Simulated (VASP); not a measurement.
PbO2, 3 atoms in the cell. It takes space group Fm-3m (No. 225, cubic). Conventional cell: a = 5.578 Å, b = 5.578 Å, c = 5.578 Å, α = 90.00°, β = 90.00°, γ = 90.00°. Within 3.2 Å of Pb (site symmetry m-3m) lie 8 O at 2.42 Å. O (site symmetry -43m) has 4 Pb at 2.42 Å and 6 O at 2.79 Å within 3.2 Å. 

```yaml
Program: VASP 6.6.1
Task: single point
Functional: PBE
Potentials_or_basis: VASP PAW PBE potentials, release 64 (Pb_d, O)
Cutoff: 600 eV
k_mesh: 4 × 4 × 4, shifted
Occupations: gaussian, width 0.1 eV
Spin: no spin polarisation
Hubbard_terms: O p U = 1.1 eV
Dipole_correction: no
Further_INCAR_settings: ALGO = Normal; EDIFF = 1e-06; NBANDS = 20; ISYM = 0
```

Potentials or basis: VASP PAW PBE potentials, release 64 (Pb_d, O).

Run with:

```sh
$ cat potpaw_PBE.64/Pb_d/POTCAR potpaw_PBE.64/O/POTCAR > POTCAR
$ mpirun -np 1 vasp_std > vasp.out
```

Hardware: 1 thread of Intel(R) Xeon(R) 6975P-C (Granite Rapids) (shared host).

Task: Estimate the wall time of this run.

Result: Wall time 50 s on 1 thread of Intel(R) Xeon(R) 6975P-C (Granite Rapids), with other jobs on the host, peak memory 0.26 GiB. Counts: scf iterations 14, k points 128.
